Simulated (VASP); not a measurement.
# MnZn (Pm-3m) in VASP: a series of runs

The runs below take MnZn through single point, with LDA.

Program: VASP 6.6.1. These are calculated values, not measurements. Logs are shortened: lines on timing, memory, paths and dates and some standing lists are left out, and cuts for length are marked.

## Step 1: The cell of the first run

It takes space group Pm-3m (No. 221, cubic). The conventional cell has a = 3.070 Å, b = 3.070 Å, c = 3.070 Å, α = 90.00°, β = 90.00°, γ = 90.00°. Within 3.5 Å of Mn (site symmetry m-3m) lie 8 Zn at 2.66 Å and 6 Mn at 3.07 Å. Within 3.5 Å of Zn (site symmetry m-3m) lie 8 Mn at 2.66 Å and 6 Zn at 3.07 Å.

## Step 2: Single point, LDA, collinear spin, ferromagnetic start

INCAR reads:

```
PREC = Accurate
ENCUT = 520
EDIFF = 1E-6
ISMEAR = 0
SIGMA = 0.1
LREAL = False
LASPH = True
NELM = 150
ALGO = Normal
ISIF = 2
LWAVE = False
LCHARG = False
ISPIN = 2
MAGMOM = 1.86 -0.06
LORBIT = 11
NUPDOWN = 1.6
LMAXMIX = 4
GGA = CA
NBANDS = 24
```

KPOINTS reads:

```
regular mesh
0
Gamma
  7 7 7
```

POSCAR reads:

```
MnZn
1.0
    3.0700000000      0.0000000000      0.0000000000
    0.0000000000      3.0700000000      0.0000000000
    0.0000000000      0.0000000000      3.0700000000
Mn Zn
1 1
Direct
    0.0000000000      0.0000000000      0.0000000000
    0.5000000000      0.5000000000      0.5000000000
```

Potentials or basis: VASP PAW LDA potentials, release 64 (Mn_pv, Zn).

Started as:

```
cat potpaw_LDA.64/Mn_pv/POTCAR potpaw_LDA.64/Zn/POTCAR > POTCAR
mpirun -np 1 vasp_std > vasp.out
```

OUTCAR:

```text
PREC = Accurate
   ENCUT = 520
   EDIFF = 1E-6
   ISMEAR = 0
   LREAL = False
   LASPH = True
   NELM = 150
   ISIF = 2
   ISPIN = 2
   LORBIT = 11
   NUPDOWN = 1.6
   GGA = CA

 ion  position               nearest neighbor table
   1  0.000  0.000  0.000-   2 2.66   2 2.66   2 2.66   2 2.66   2 2.66   2 2.66   2 2.66   2 2.66

   2  0.500  0.500  0.500-   1 2.66   1 2.66   1 2.66   1 2.66   1 2.66   1 2.66   1 2.66   1 2.66

  LATTYP: Found a simple cubic cell.
 ALAT       =     3.0700000000

  Lattice vectors:

 A1 = (   3.0700000000,   0.0000000000,   0.0000000000)
 A2 = (   0.0000000000,   3.0700000000,   0.0000000000)
 A3 = (   0.0000000000,   0.0000000000,   3.0700000000)

Analysis of symmetry for initial positions (statically):
=====================================================================
 Subroutine PRICEL returns:
 Original cell was already a primitive cell.

 Routine SETGRP: Setting up the symmetry group for a
 simple cubic supercell.

 Subroutine GETGRP returns: Found 48 space group operations
 (whereof 48 operations were pure point group operations)
 out of a pool of 48 trial point group operations.

The static configuration has the point symmetry O_h .

Analysis of symmetry for dynamics (positions and initial velocities):
=====================================================================
 Subroutine PRICEL returns:
 Original cell was already a primitive cell.

 Routine SETGRP: Setting up the symmetry group for a
 simple cubic supercell.

 Subroutine GETGRP returns: Found 48 space group operations
 (whereof 48 operations were pure point group operations)
 out of a pool of 48 trial point group operations.

The dynamic configuration has the point symmetry O_h .

Analysis of structural, dynamic, and magnetic symmetry:
=====================================================================
 Subroutine PRICEL returns:
 Original cell was already a primitive cell.

 Routine SETGRP: Setting up the symmetry group for a
 simple cubic supercell.

 Subroutine GETGRP returns: Found 48 space group operations
 (whereof 48 operations were pure point group operations)
 out of a pool of 48 trial point group operations.

The overall configuration has the point symmetry O_h .

 Subroutine INISYM returns: Found 48 space group operations
 (whereof 48 operations are pure point group operations),
 and found     1 'primitive' translations

----------------------------------------------------------------------------------------

                                     Primitive cell

  volume of cell :      28.9344

  direct lattice vectors                    reciprocal lattice vectors
     3.070000000  0.000000000  0.000000000     0.325732899  0.000000000  0.000000000
     0.000000000  3.070000000  0.000000000     0.000000000  0.325732899  0.000000000
     0.000000000  0.000000000  3.070000000     0.000000000  0.000000000  0.325732899

  length of vectors
     3.070000000  3.070000000  3.070000000     0.325732899  0.325732899  0.325732899

  position of ions in fractional coordinates (direct lattice)
     0.000000000  0.000000000  0.000000000
     0.500000000  0.500000000  0.500000000

  ion indices of the primitive-cell ions
   primitive index   ion index
                 1           1
                 2           2

----------------------------------------------------------------------------------------

 KPOINTS: regular mesh

Automatic generation of k-mesh.
 Grid dimensions read from file:
 generate k-points for:    7    7    7

 Generating k-lattice:

  Cartesian coordinates                     Fractional coordinates (reciprocal lattice)
     0.046533271  0.000000000  0.000000000     0.142857143  0.000000000  0.000000000
     0.000000000  0.046533271  0.000000000     0.000000000  0.142857143  0.000000000
     0.000000000  0.000000000  0.046533271     0.000000000  0.000000000  0.142857143

  Length of vectors
     0.046533271  0.046533271  0.046533271

  Shift w.r.t. Gamma in fractional coordinates (k-lattice)
     0.000000000  0.000000000  0.000000000

 Subroutine IBZKPT returns following result:
 ===========================================

 Found     20 irreducible k-points:

 Following reciprocal coordinates:
            Coordinates               Weight
  0.000000  0.000000  0.000000      1.000000
  0.142857  0.000000  0.000000      6.000000
  0.285714  0.000000  0.000000      6.000000
  0.428571  0.000000  0.000000      6.000000
  0.142857  0.142857  0.000000     12.000000
  0.285714  0.142857  0.000000     24.000000
[... 12 lines left out ...]
  0.428571  0.428571  0.285714     24.000000
  0.428571  0.428571  0.428571      8.000000
   k-points           NKPTS =     20   k-points in BZ     NKDIM =     20   number of bands    NBANDS=     24
   number of dos      NEDOS =    301   number of ions     NIONS =      2
   total plane-waves  NPLWV =  13824
   dimension x,y,z NGX =    24 NGY =   24 NGZ =   24
   dimension x,y,z NGXF=    48 NGYF=   48 NGZF=   48
   ions per type =               1   1
   NGX,Y,Z   is equivalent  to a cutoff of  13.00, 13.00, 13.00 a.u.
   NGXF,Y,Z  is equivalent  to a cutoff of  25.99, 25.99, 25.99 a.u.
 SYSTEM =  unknown system
   PREC   = accura    normal or accurate (medium, high low for compatibility)
   ISTART =      0    job   : 0-new  1-cont  2-samecut
   ICHARG =      2    charge: 1-file 2-atom 10-const
   ISPIN  =      2    spin polarized calculation?
   LNONCOLLINEAR =      F non collinear calculations
   LSORBIT =      F    spin-orbit coupling
   LASPH  =      T    aspherical Exc in radial PAW
   ENCUT  =  520.0 eV  38.22 Ry    6.18 a.u.   5.71  5.71  5.71*2*pi/ulx,y,z
   NELM   =    150;   NELMIN=  2; NELMDL= -5     # of ELM steps
   EDIFF  = 0.1E-05   stopping-criterion for ELM
   LREAL  =      F    real-space projection
   EDIFFG = 0.1E-04   stopping-criterion for IOM
   NSW    =      0    number of steps for IOM
   IBRION =     -1    ionic relax: 0-MD 1-quasi-New 2-CG
   NFREE  =      0    steps in history (QN), initial steepest desc. (CG)
   ISIF   =      2    stress and relaxation
   ISYM   =      2    0-nonsym 1-usesym 2-fastsym
   POTIM  = 0.5000    time-step for ionic-motion
   TEBEG  =    0.0;   TEEND  =   0.0 temperature during run
   PSTRESS=    0.0 pullay stress
   NELECT =      25.0000    total number of electrons
   NUPDOWN=       1.6000    fix difference up-down
   EMIN   =  10.00;   EMAX   =-10.00  energy-range for DOS
   EFERMI =   0.00;   METHOD = LEGACY
   ISMEAR =     0;   SIGMA  =   0.10  broadening in eV -4-tet -1-fermi 0-gaus
   EFERMI_NEDOS =   21; number of points for ismear=-14 and -15
   IALGO  =     38    algorithm
   IMIX   =      4    mixing-type and parameters
     AMIX     =   0.40;   BMIX     =  1.00
     AMIX_MAG =   1.60;   BMIX_MAG =  1.00
  volume/ion in A,a.u.               =      14.47        97.63
  Fermi-wavevector in a.u.,A,eV,Ry     =   1.559253  2.946560 33.079416  2.431268
  Thomas-Fermi vector in A             =   2.662638
   LORBIT       =     11    0 simple, 1 ext, 2 COOP (PROOUT), +10 PAW based schemes
   GGA     = CA    functional components
   LHFCALC =     F    Hartree Fock is set to
   AEXX    =    0.0000 exact exchange contribution
   IVDW    =     0    specifies the selected vdW correction
   LEPSILON=     F    determine dielectric tensor
   LRPA    =     F    only Hartree local field effects (RPA)
 spin polarized calculation
 Gauss-broadening in eV      SIGMA  =   0.10
  energy-cutoff  :      520.00
  volume of cell :       28.93
 maximum number of plane-waves:       791
 NGX is ok and might be reduce to    24
   NGX = 11   NGY = 11   NGZ = 11

 number of electron      24.9999987 magnetization       1.6000660

 Free energy of the ion-electron system (eV)
  ---------------------------------------------------
  ext. energy  EPLUGINS =         0.00000000
  ---------------------------------------------------
  free energy    TOTEN  =       -10.86144992 eV

  energy without entropy =      -10.84256794  energy(sigma->0) =      -10.85200893

 E-fermi :   4.9159     XC(G=0): -12.3808

 val. band max:        4.8940629842   @ k =   0.2857   0.1429   0.0000
 cond. band min:       4.1525796249   @ k =   0.4286   0.0000   0.0000
 fundamental gap:     -0.7414833593
 Fermi energy:         4.1410571160

 spin component 1

 k-point     1 :       0.0000    0.0000    0.0000
  band No.  band energies     occupation
      1     -43.3742      1.00000
      2     -43.3742      1.00000
      3     -43.3742      1.00000
      4      -4.1176      1.00000
      5      -2.5544      1.00000
      6      -2.5544      1.00000
[... 16 lines left out ...]
     23      26.4071      0.00000
     24      28.8431      0.00000
[... 489 lines left out ...]
      1     -43.4079      1.00000
      2     -43.4078      1.00000
      3     -43.4078      1.00000
      4      -2.4700      1.00000
      5      -2.4406      1.00000
      6      -2.4406      1.00000
[... 16 lines left out ...]
     23      33.7276      0.00000
     24      33.9245      0.00000
 Fermi energy:         4.9159136650

 spin component 2

 k-point     1 :       0.0000    0.0000    0.0000
  band No.  band energies     occupation
      1     -41.7189      1.00000
      2     -41.7189      1.00000
      3     -41.7189      1.00000
      4      -4.0394      1.00000
      5      -2.5571      1.00000
      6      -2.5571      1.00000
[... 16 lines left out ...]
     23      26.4561      0.00000
     24      29.1202      0.00000
[... 490 lines left out ...]
      2     -41.7559      1.00000
      3     -41.7559      1.00000
      4      -2.4576      1.00000
      5      -2.4309      1.00000
      6      -2.4309      1.00000
[... 16 lines left out ...]
     23      33.7852      0.00000
     24      35.1794      0.00000

------------------------ aborting loop because EDIFF is reached ----------------------------------------

  FORCE on cell =-STRESS in cart. coord.  units (eV):
  Direction    XX          YY          ZZ          XY          YZ          ZX
  --------------------------------------------------------------------------------------
  -------------------------------------------------------------------------------------
  Total       -4.5689191     -4.5689191     -4.5689191      0.0000000      0.0000000      0.0000000
  in kB     -252.9932422   -252.9932422   -252.9932422      0.0000000      0.0000000      0.0000000
  external PRESSURE =    -252.9932422 kB  Pullay stress =       0.0000000 kB

 VOLUME and BASIS-vectors are now :
 -----------------------------------------------------------------------------
  energy-cutoff  :      520.00
  volume of cell :       28.93
      direct lattice vectors                 reciprocal lattice vectors
     3.070000000  0.000000000  0.000000000     0.325732899  0.000000000  0.000000000
     0.000000000  3.070000000  0.000000000     0.000000000  0.325732899  0.000000000
     0.000000000  0.000000000  3.070000000     0.000000000  0.000000000  0.325732899

 POSITION                                       TOTAL-FORCE (eV/Angst)
 -----------------------------------------------------------------------------------
      0.00000      0.00000      0.00000         0.000000      0.000000      0.000000
      1.53500      1.53500      1.53500         0.000000      0.000000      0.000000
 -----------------------------------------------------------------------------------
    total drift:                                0.000000      0.000000     -0.000000

  FREE ENERGIE OF THE ION-ELECTRON SYSTEM (eV)
  ---------------------------------------------------
  free  energy   TOTEN  =       -10.8614499199 eV

  energy  without entropy=      -10.8425679370  energy(sigma->0) =      -10.85200893

 total charge

# of ion       s       p       d       tot
------------------------------------------
    1        0.268   6.196   5.090  11.554
    2        0.616   0.506   9.715  10.837
--------------------------------------------------
tot          0.883   6.702  14.806  22.391

 magnetization (x)

# of ion       s       p       d       tot
------------------------------------------
    1        0.001  -0.012   1.687   1.677
    2       -0.027  -0.046   0.015  -0.058
--------------------------------------------------
tot         -0.025  -0.058   1.702   1.619
```

It took 25 s on 1 thread of Intel Xeon 8259CL, shared host; peak memory 0.14 GiB.

Results:

```
Free energy                                           : -10.8614 eV
Pressure                                              : -25.3 GPa
Net moment                                            : 1.60 μB per cell
Site moments                                          : Mn +1.68; Zn -0.06 μB
Valence electrons inside the program's atomic spheres : Mn 11.55; Zn 10.84
```

Caveat: the cell stands under tension; the total moment is fixed, so each spin has its own Fermi level.

(Continued in part 2 of 2.)
